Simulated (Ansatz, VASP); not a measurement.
One calculation of Pd, two programs

Contents of POSCAR:

```
Pd
1.0
   -1.5722810000      1.5722810000      1.5722810000
    1.5722810000     -1.5722810000      1.5722810000
    1.5722810000      1.5722810000     -1.5722810000
Pd
1
Direct
    0.0000000000      0.0000000000      0.0000000000
```

The input INCAR.step1:

```
ALGO     = Normal         # electronic algorithm
EDIFF    = 1E-5           # SCF threshold, eV
ENCUT    = 520            # plane-wave cutoff, eV
GGA      = PE             # functional
GGA_COMPAT= F            
ISIF     = 2              # what is computed and relaxed
ISMEAR   = -1             # smearing method
LASPH    = T              # aspherical terms in the spheres
LCHARG   = F              # write CHGCAR
LMAXMIX  = 4              # l up to which the mixer works
LORBIT   = 11             # projections on sites
LORBMOM  = T            
LREAL    = F              # projectors in reciprocal space
LSORBIT  = T              # spin-orbit coupling
LWAVE    = T              # write WAVECAR
MAGMOM   = 0 0 0          # initial moments
NBANDS   = 21             # bands
NELM     = 150            # most SCF steps
PREC     = Accurate       # precision mode
SIGMA    = 0.05           # smearing width, eV
```

File INCAR.step2:

```
AEXX     = 0.25           # exact-exchange fraction
ALGO     = Normal         # electronic algorithm
EDIFF    = 1E-6           # SCF threshold, eV
ENCUT    = 520            # plane-wave cutoff, eV
GGA      = PE             # functional
GGA_COMPAT= F            
ISIF     = 2              # what is computed and relaxed
ISMEAR   = -1             # smearing method
ISTART   = 1            
LASPH    = T              # aspherical terms in the spheres
LCHARG   = F              # write CHGCAR
LHFCALC  = T              # exact exchange
LMAXMIX  = 4              # l up to which the mixer works
LORBIT   = 11             # projections on sites
LORBMOM  = T            
LREAL    = F              # projectors in reciprocal space
LSORBIT  = T              # spin-orbit coupling
LWAVE    = F              # write WAVECAR
MAGMOM   = 0 0 0          # initial moments
NBANDS   = 21             # bands
NELM     = 150            # most SCF steps
PREC     = Accurate       # precision mode
PRECFOCK = Normal       
SIGMA    = 0.05           # smearing width, eV
```

Contents of KPOINTS:

```
k-points
0
Gamma
  5 5 5
```

Contents of input:

```
crystal:
  lattice:
    - [-1.572281, 1.572281, 1.572281]
    - [1.572281, -1.572281, 1.572281]
    - [1.572281, 1.572281, -1.572281]
  atoms:
    - { symbol: Pd, position: [0.0, 0.0, 0.0] }
hamiltonian:
  xc: pbe0
  pseudopotentials: { kind: paw_fr }
magnetization:
  noncollinear: true
  spin_orbit: true
kpoints:
  mp_grid: { grid: [5, 5, 5] }
scf:
  occupations: { method: fermi_dirac, width: 0.05 }
output:
  forces: true
  stress: true
  eigenvalues: true
```

Alike in both runs: task single point; functional PBE0; k mesh 5 × 5 × 5; occupations fermi-dirac, width 0.05 eV; non-collinear spin, spin-orbit coupling.

|  | VASP | Ansatz |
| --- | --- | --- |
| version | VASP 6.6.1 | Ansatz 0.2.0 |
| potentials or method | VASP PAW PBE potentials, release 64 (Pd) | Ansatz PAW |
| plane-wave cutoff (eV) | 520 | 420 |
| valence electrons in the cell | 10 | 18 |

Ansatz gave:

```
pressure (GPa)           : -1.3
net moment per atom (μB) : 0.00
```

Question: Estimate VASP's values.

Answer: Pressure (GPa): -1.2; net moment per atom (μB): 0.04.

VASP's potentials hold 10 valence electrons a cell and Ansatz's 18, so a difference there can come from the potentials and not from the codes.

The k mesh is coarse, so the values compare programs but aren't converged.
